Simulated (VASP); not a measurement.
# HfTiS3 (Pm-3m) in VASP: further runs, part 2 of 2

VASP 6.6.1. Earlier steps stand in the parts before.

## 3. Relaxation of cell and atoms, PBE, collinear spin

This run uses another cell than the first one, of 18.43 Å³/atom.

Contents of INCAR:

```
PREC = Accurate
ENCUT = 600
EDIFF = 1E-7
ISMEAR = 0
SIGMA = 0.1
LREAL = F
LASPH = T
NELM = 150
ALGO = Normal
ISIF = 3
LWAVE = F
LCHARG = F
ISPIN = 2
MAGMOM = 0.21 0 0 0 0
LORBIT = 11
LMAXMIX = 4
GGA = PE
IBRION = 2
NSW = 90
EDIFFG = -0.04
```

Contents of KPOINTS:

```
Automatic mesh
0
Gamma
  4 4 4
```

Contents of POSCAR:

```
HfTiS3
1.0
    4.5170274896      0.0000000000      0.0000000000
    0.0000000000      4.5170274896      0.0000000000
    0.0000000000      0.0000000000      4.5170274896
Hf Ti S
1 1 3
Direct
    0.0000000000      0.0000000000      0.0000000000
    0.5000000000      0.5000000000      0.5000000000
    0.0000000000      0.5000000000      0.5000000000
    0.5000000000      0.0000000000      0.5000000000
    0.5000000000      0.5000000000      0.0000000000
```

Potentials or basis: VASP PAW PBE potentials, release 64 (Hf_pv, Ti_sv, S).

Started as:

```console
$ cat potpaw_PBE.64/Hf_pv/POTCAR potpaw_PBE.64/Ti_sv/POTCAR potpaw_PBE.64/S/POTCAR > POTCAR
$ mpirun -np 1 vasp_std > vasp.out
```

OUTCAR:

```text
PREC = Accurate
   ENCUT = 600
   EDIFF = 1E-7
   ISMEAR = 0
   LREAL = F
   LASPH = T
   NELM = 150
   ISIF = 3
   ISPIN = 2
   LORBIT = 11
   GGA = PE
   IBRION = 2
   NSW = 90
   EDIFFG = -0.04

 ion  position               nearest neighbor table
   1  0.000  0.000  0.000-   3 3.19   4 3.19   5 3.19   3 3.19   4 3.19   3 3.19   5 3.19   3 3.19
                             4 3.19   5 3.19   4 3.19   5 3.19
   2  0.500  0.500  0.500-   3 2.26   4 2.26   5 2.26   5 2.26   4 2.26   3 2.26
   3  0.000  0.500  0.500-   2 2.26   2 2.26   1 3.19   1 3.19   1 3.19   1 3.19
   4  0.500  0.000  0.500-   2 2.26   2 2.26   1 3.19   1 3.19   1 3.19   1 3.19
   5  0.500  0.500  0.000-   2 2.26   2 2.26   1 3.19   1 3.19   1 3.19   1 3.19

  LATTYP: Found a simple cubic cell.
 ALAT       =     4.5170274896

  Lattice vectors:

 A1 = (   4.5170274896,   0.0000000000,   0.0000000000)
 A2 = (   0.0000000000,   4.5170274896,   0.0000000000)
 A3 = (   0.0000000000,   0.0000000000,   4.5170274896)

[... 325 lines left out ...]
      2     -27.3688      1.00000
      3     -27.3688      1.00000
      4     -27.3688      1.00000
      5     -26.5450      1.00000
      6     -26.5450      1.00000
[... 259 lines left out ...]
     23       7.1638      0.00000
     24       7.4707      0.00000
 Fermi energy:         6.6649403704

 spin component 2

 k-point     1 :       0.0000    0.0000    0.0000
  band No.  band energies     occupation
      1     -51.0447      1.00000
      2     -27.3691      1.00000
      3     -27.3691      1.00000
      4     -27.3691      1.00000
      5     -26.5455      1.00000
      6     -26.5455      1.00000
[... 291 lines left out ...]
  FREE ENERGIE OF THE ION-ELECTRON SYSTEM (eV)
  ---------------------------------------------------
  free  energy   TOTEN  =       -32.3241785333 eV

  energy  without entropy=      -32.2969802348  energy(sigma->0) =      -32.31057938

 reached required accuracy - stopping structural energy minimisation

 total charge

# of ion       s       p       d       tot
------------------------------------------
    1        0.268   6.064   1.225   7.556
    2        2.203   6.236   2.002  10.441
    3        1.353   2.391   0.000   3.745
    4        1.353   2.391   0.000   3.745
    5        1.353   2.391   0.000   3.745
--------------------------------------------------
tot          6.531  19.474   3.227  29.231

 magnetization (x)

# of ion       s       p       d       tot
------------------------------------------
    1       -0.000  -0.000  -0.001  -0.001
    2       -0.000  -0.000  -0.000  -0.000
    3       -0.000   0.000   0.000   0.000
    4       -0.000   0.000   0.000   0.000
    5       -0.000   0.000   0.000   0.000
--------------------------------------------------
tot         -0.000   0.000  -0.001  -0.001
```

Run time: 4.2 min. Hardware: 1 thread of AMD EPYC 9R45 (Zen 5), shared host; peak memory 0.25 GiB.

Results:

| Item | Value |
| --- | --- |
| Free energy | -32.3242 eV |
| Relaxed volume | 19.51 Å³/atom |
| Relaxed cell | a = 4.603 Å, b = 4.603 Å, c = 4.603 Å, α = 90.00°, β = 90.00°, γ = 90.00° |
| Space group after relaxing (to 0.1 Å) | Pm-3m (No. 221) |
| Energy gained by relaxing | 17.6 meV/atom |
| Ionic steps | 4 |
| Pressure after relaxing | -0.2 GPa |
| Net moment | 0.00 μB per cell |
| Valence electrons inside the program's atomic spheres | Hf 7.56; Ti 10.44; S 3.75 |

The path:
```csv
step,energy change (eV),largest force (eV/Å),pressure (GPa),volume (Å³)
1,0.0000,0.0000,5.73,92.16
2,0.0145,0.0000,-3.19,101.23
3,-0.0807,0.0000,1.64,95.77
4,-0.0881,0.0000,-0.20,97.53
```

Final structure:
```
CELL_PARAMETERS angstrom
4.60311 0.00000 0.00000
0.00000 4.60311 0.00000
0.00000 0.00000 4.60311
ATOMIC_POSITIONS crystal
Hf 0.00000 0.00000 0.00000
Ti 0.50000 0.50000 0.50000
S 0.00000 0.50000 0.50000
S 0.50000 0.00000 0.50000
S 0.50000 0.50000 0.00000
```

Caveat: the highest band is partly filled, so the run has too few bands; spin-orbit coupling is left out, which moves the levels of the heavy elements.

## 4. Single point, PBE, collinear spin

Contents of INCAR:

```
SYSTEM = HfTiS3
PREC     = Accurate       ! precision mode
ENCUT    = 520            ! plane-wave cutoff, eV
EDIFF    = 1E-6           ! SCF threshold, eV
ISMEAR   = 0              ! smearing method
SIGMA    = 0.1            ! smearing width, eV
LREAL    = .FALSE.        ! projectors in reciprocal space
LASPH    = .TRUE.         ! aspherical terms in the spheres
NELM     = 150            ! most SCF steps
ALGO     = Normal         ! electronic algorithm
ISIF     = 2              ! what is computed and relaxed
LWAVE    = .FALSE.        ! write WAVECAR
LCHARG   = .FALSE.        ! write CHGCAR
ISPIN    = 2              ! spin polarisation
MAGMOM   = 0.24 0 0 0 0   ! initial moments
LORBIT   = 11             ! projections on sites
LMAXMIX  = 4              ! l up to which the mixer works
GGA      = PE             ! functional
NBANDS   = 32             ! bands
```

Contents of KPOINTS:

```
Automatic mesh
0
G
  8 8 8
  0 0 0
```

Changes to POSCAR since step 3:

```diff
@@ -2,5 +2,5 @@
 1.0
-    4.5170274896      0.0000000000      0.0000000000
-    0.0000000000      4.5170274896      0.0000000000
-    0.0000000000      0.0000000000      4.5170274896
+    4.6032671773      0.0000000000      0.0000000000
+    0.0000000000      4.6032671773      0.0000000000
+    0.0000000000      0.0000000000      4.6032671773
 Hf Ti S
```

Started as:

```console
$ cat potpaw_PBE.64/Hf_pv/POTCAR potpaw_PBE.64/Ti_sv/POTCAR potpaw_PBE.64/S/POTCAR > POTCAR
$ mpirun -np 1 vasp_std > vasp.out
```

Run time: 1.9 min. Hardware: 1 thread of AMD EPYC 9R45 (Zen 5), shared host; peak memory 0.32 GiB.

Results (log left out):

* Free energy: -32.3453 eV
* Pressure: -0.2 GPa
* Band gap on the k mesh: zero (filled and empty bands overlap)
* Net moment: 0.00 μB per cell
* Valence electrons inside the program's atomic spheres: Hf 7.54; Ti 10.44; S 3.75

Levels at points of the mesh, in eV from the Fermi level:
Spin up:
| k point | band 18 | band 19 | band 20 | band 21 | band 22 | band 23 |
| --- | --- | --- | --- | --- | --- | --- |
| (0.00, 0.00, 0.00) | -1.28 | -1.28 | -1.16 | -1.16 | -1.16 | -0.98 |
| (0.50, 0.00, 0.00) | -1.87 | -1.87 | -0.62 | 0.04 | 0.45 | 1.19 |
| (0.50, 0.50, 0.00) | -3.57 | -1.24 | 0.08 | 0.57 | 0.90 | 0.95 |
| (0.50, 0.50, 0.50) | -0.74 | -0.74 | -0.74 | 0.41 | 0.41 | 0.41 |
Spin down:
```tsv
k point	band 17	band 18	band 19	band 20	band 21	band 22	band 23	band 24
(0.00, 0.00, 0.00)	-1.28	-1.28	-1.28	-1.16	-1.16	-1.16	-0.98	-0.68
(0.50, 0.00, 0.00)	-3.88	-1.87	-1.87	-0.62	0.04	0.45	1.19	1.52
(0.50, 0.50, 0.00)	-3.59	-3.57	-1.24	0.08	0.57	0.90	0.95	0.95
(0.50, 0.50, 0.50)	-1.33	-0.74	-0.74	-0.74	0.42	0.42	0.42	0.72
```

Caveat: spin-orbit coupling is left out, which moves the levels of the heavy elements.

## 5. The runs side by side

```tsv
task	cell	k mesh	cutoff (eV)	gap on the mesh (eV)	pressure (GPa)	moment (μB)
single point	a = 4.601 Å, 5 atoms	4 × 4 × 4	520	none	-0.2	0.00
relaxation of cell and atoms	relaxed from a = 4.517 Å, 5 atoms	4 × 4 × 4	600	-	-0.2	0.00
single point	a = 4.603 Å, 5 atoms	8 × 8 × 8	520	none	-0.2	0.00
```

Alike in all rows: level PBE; potentials or basis VASP PAW PBE potentials, release 64 (Hf_pv, Ti_sv, S); spin collinear; smearing gaussian 0.1 eV.

Caveats: spin-orbit coupling is left out, which moves the levels of the heavy elements; the highest band is partly filled, so the run has too few bands (at least some runs).

Total energies depend on the potentials used, so only differences within one code and one set of settings carry meaning.
